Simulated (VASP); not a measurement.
# Mo (Im-3m) in VASP: a series of runs, part 2 of 2

VASP 6.6.1. The steps go on from the part before.

### 3 Single point, LDA

This run uses another cell than the first one, of 15.06 Å³/atom.

INCAR

```
ALGO     = Normal         # electronic algorithm
EDIFF    = 1E-6           # SCF threshold, eV
ENCUT    = 520            # plane-wave cutoff, eV
ISIF     = 2              # what is computed and relaxed
ISMEAR   = 1              # smearing method
LASPH    = True           # aspherical terms in the spheres
LCHARG   = False          # write CHGCAR
LREAL    = False          # projectors in reciprocal space
LWAVE    = False          # write WAVECAR
NBANDS   = 13             # bands
NELM     = 100            # most SCF steps
PREC     = Accurate       # precision mode
SIGMA    = 0.1            # smearing width, eV
```

KPOINTS

```
k-points
0
Gamma
  36 36 36
```

POSCAR

```
Mo
1.0
   -1.5557749810      1.5557749810      1.5557749810
    1.5557749810     -1.5557749810      1.5557749810
    1.5557749810      1.5557749810     -1.5557749810
Mo
1
Direct
    0.0000000000      0.0000000000      0.0000000000
```

Potentials or basis: VASP PAW LDA potentials, release 64 (Mo_sv).

Started as:

```console
$ cat potpaw_LDA.64/Mo_sv/POTCAR > POTCAR
$ mpirun -np 1 vasp_std > vasp.out
```

OUTCAR:

```text
EDIFF = 1E-6
   ENCUT = 520
   ISIF = 2
   ISMEAR = 1
   LASPH = True
   LREAL = False
   NELM = 100
   PREC = Accurate

 ion  position               nearest neighbor table
   1  0.000  0.000  0.000-

  LATTYP: Found a body centered cubic cell.
 ALAT       =     3.1115499620

  Lattice vectors:

 A1 = (  -1.5557749810,   1.5557749810,   1.5557749810)
 A2 = (   1.5557749810,  -1.5557749810,   1.5557749810)
 A3 = (   1.5557749810,   1.5557749810,  -1.5557749810)

Analysis of symmetry for initial positions (statically):
=====================================================================
 Subroutine PRICEL returns:
 Original cell was already a primitive cell.

 Routine SETGRP: Setting up the symmetry group for a
 body centered cubic supercell.

 Subroutine GETGRP returns: Found 48 space group operations
 (whereof 48 operations were pure point group operations)
 out of a pool of 48 trial point group operations.

The static configuration has the point symmetry O_h .

Analysis of symmetry for dynamics (positions and initial velocities):
[... 166 lines left out ...]
      1     -47.8683      2.00000
      2     -21.2166      2.00000
      3     -21.2166      2.00000
      4     -21.2166      2.00000
      5       5.7316      2.00000
      6      11.6281      2.00000
      7      11.6281      2.00000
      8      11.6281      2.00000
      9      14.7697     -0.00000
     10      14.7697     -0.00000
     11      27.9526      0.00000
     12      27.9526      0.00000
     13      27.9526      0.00000
[... 354 lines left out ...]
  band No.  band energies     occupation
      1     -47.8010      2.00000
      2     -21.5861      2.00000
      3     -21.3261      2.00000
      4     -21.2245      2.00000
      5       6.7436      2.00000
      6      11.0790      2.00000
      7      11.4406      2.00000
      8      12.6708      2.00000
      9      14.1719     -0.00000
     10      14.8244     -0.00000
     11      28.5614      0.00000
     12      29.6468      0.00000
     13      29.7174      0.00000

 [... further k-points ...]

------------------------ aborting loop because EDIFF is reached ----------------------------------------

  FORCE on cell =-STRESS in cart. coord.  units (eV):
  Direction    XX          YY          ZZ          XY          YZ          ZX
  --------------------------------------------------------------------------------------
  -------------------------------------------------------------------------------------
  Total        0.1062930      0.1062930      0.1062930      0.0000000      0.0000000     -0.0000000
  in kB       11.3061510     11.3061510     11.3061510      0.0000000      0.0000000     -0.0000000
  external PRESSURE =      11.3061510 kB  Pullay stress =       0.0000000 kB

 VOLUME and BASIS-vectors are now :
 -----------------------------------------------------------------------------
  energy-cutoff  :      520.00
  volume of cell :       15.06
      direct lattice vectors                 reciprocal lattice vectors
    -1.555774981  1.555774981  1.555774981     0.000000000  0.321383237  0.321383237
     1.555774981 -1.555774981  1.555774981     0.321383237  0.000000000  0.321383237
     1.555774981  1.555774981 -1.555774981     0.321383237  0.321383237  0.000000000

 POSITION                                       TOTAL-FORCE (eV/Angst)
 -----------------------------------------------------------------------------------
      0.00000      0.00000      0.00000        -0.000000      0.000000      0.000000
 -----------------------------------------------------------------------------------
    total drift:                                0.000000     -0.000000      0.000000

  FREE ENERGIE OF THE ION-ELECTRON SYSTEM (eV)
  ---------------------------------------------------
  free  energy   TOTEN  =       -12.1298612977 eV

  energy  without entropy=      -12.1297512946  energy(sigma->0) =      -12.12982463
```

OSZICAR:

```text
N       E                     dE             d eps       ncg     rms          rms(c)
DAV:   1     0.967779863621E+02    0.96778E+02   -0.79199E+03 32419   0.111E+03
DAV:   2    -0.116132121951E+02   -0.10839E+03   -0.10433E+03 35790   0.323E+02
DAV:   3    -0.128402419731E+02   -0.12270E+01   -0.12238E+01 36290   0.354E+01
DAV:   4    -0.128432372516E+02   -0.29953E-02   -0.29952E-02 35960   0.206E+00
DAV:   5    -0.128432577347E+02   -0.20483E-04   -0.20482E-04 36840   0.154E-01    0.169E+01
DAV:   6    -0.122283776482E+02    0.61488E+00   -0.71080E-01 33140   0.108E+01    0.447E+00
DAV:   7    -0.121365159035E+02    0.91862E-01   -0.13374E-01 35525   0.433E+00    0.914E-01
DAV:   8    -0.121298980096E+02    0.66179E-02   -0.47138E-03 33295   0.874E-01    0.201E-01
DAV:   9    -0.121298502285E+02    0.47781E-04   -0.13866E-04 38639   0.144E-01    0.723E-02
DAV:  10    -0.121298612547E+02   -0.11026E-04   -0.76696E-06 33550   0.321E-02    0.192E-03
DAV:  11    -0.121298612977E+02   -0.43044E-07   -0.45761E-08 18060   0.233E-03
   1 F= -.12129861E+02 E0= -.12129825E+02  d E =-.110003E-03
```

stdout:

```text
POSCAR found type information on POSCAR Mo
 POSCAR found :  1 types and       1 ions
 scaLAPACK will be used
 LDA part: xc-table for (Slater(with rela. corr.)+CA(PZ))
 , standard interpolation
 POSCAR, INCAR and KPOINTS ok, starting setup
 FFT: planning ... GRIDC
 FFT: planning ... GRID_SOFT
 FFT: planning ... GRID
 WAVECAR not read
 entering main loop
```

Wall time 2.3 min (1 thread of Intel Xeon Platinum 8259CL at 2.50GHz (Skylake/Cascade Lake), shared host); peak memory 0.31 GiB.

What came out:

| Item | Value |
| --- | --- |
| Free energy | -12.1299 eV |
| Pressure | 1.1 GPa |
| Band gap on the k mesh | zero (bands 7 and 8 overlap by 5.67 eV) |

Levels at points of the mesh, in eV from the Fermi level:
```tsv
k point	band 5	band 6	band 7	band 8	band 9	band 10
(0.00, 0.00, 0.00)	-7.35	-1.46	-1.46	-1.46	1.68	1.68
(0.50, 0.00, 0.00)	-5.57	-3.60	1.74	1.82	2.40	5.04
(0.50, 0.50, 0.50)	-5.77	-5.77	4.22	4.22	4.22	9.34
```

### 4 Single point, PBEsol

This run uses another cell than the first one, of 15.33 Å³/atom.

INCAR

```
SYSTEM = Mo
PREC = Accurate ; ENCUT = 520
EDIFF = 1E-6 ; ISMEAR = 1
SIGMA = 0.1 ; LREAL = .FALSE.
LASPH = .TRUE. ; NELM = 80
ALGO = Normal ; ISIF = 2
LWAVE = .FALSE. ; LCHARG = .TRUE.
GGA = PS ; LELF = .TRUE.
LVHAR = .TRUE. ; NBANDS = 13
```

KPOINTS

```
Automatic mesh
0
G
  36 36 36
  0 0 0
```

POSCAR

```
Mo
1.0
   -1.5647896150      1.5647896150      1.5647896150
    1.5647896150     -1.5647896150      1.5647896150
    1.5647896150      1.5647896150     -1.5647896150
Mo
1
Direct
    0.0000000000      0.0000000000      0.0000000000
```

Potentials or basis: VASP PAW PBE potentials, release 64 (Mo_sv).

Started as:

```console
$ cat potpaw_PBE.64/Mo_sv/POTCAR > POTCAR
$ mpirun -np 1 vasp_std > vasp.out
```

Wall time 2.1 min (1 thread of Intel Xeon Platinum 8259CL at 2.50GHz (Skylake/Cascade Lake), shared host); peak memory 0.32 GiB.

The run converged. Its results:

```
Free energy            : -11.7776 eV
Pressure               : 0.5 GPa
Band gap on the k mesh : zero (bands 7 and 8 overlap by 5.53 eV)
```

Levels at points of the mesh, in eV from the Fermi level:
| k point | band 4 | band 5 | band 6 | band 7 | band 8 | band 9 | band 10 | band 11 |
| --- | --- | --- | --- | --- | --- | --- | --- | --- |
| (0.00, 0.00, 0.00) | -34.44 | -7.35 | -1.41 | -1.41 | -1.41 | 1.68 | 1.68 | 14.84 |
| (0.50, 0.00, 0.00) | -34.45 | -5.47 | -3.51 | 1.68 | 1.73 | 2.37 | 4.92 | 11.94 |
| (0.50, 0.50, 0.50) | -35.47 | -5.62 | -5.62 | 4.12 | 4.12 | 4.12 | 9.17 | 9.17 |

Caveat: the PAW data sets were made with another functional, which shifts forces and pressure a little.

### 5 Overview

| task | level | potentials or basis | cell | k mesh | cutoff (eV) | gap on the mesh (eV) | pressure (GPa) |
| --- | --- | --- | --- | --- | --- | --- | --- |
| relaxation of cell and atoms | PBE | VASP PAW PBE potentials, release 64 (Mo_sv) | relaxed from a = 2.728 Å, angles 109.5°, 1 atom | 24 × 24 × 24 | 600 | none | 0.0 |
| single point | LDA | VASP PAW LDA potentials, release 64 (Mo_sv) | a = 2.695 Å, angles 109.5°, 1 atom | 36 × 36 × 36 | 520 | none | 1.1 |
| single point | PBEsol | VASP PAW PBE potentials, release 64 (Mo_sv) | a = 2.710 Å, angles 109.5°, 1 atom | 36 × 36 × 36 | 520 | none | 0.5 |

Alike in all rows: no spin polarisation; smearing methfessel-paxton 0.1 eV.

Caveats: the PAW data sets were made with another functional, which shifts forces and pressure a little (at least some runs).

Absolute energies hang on the potentials; compare differences alone.
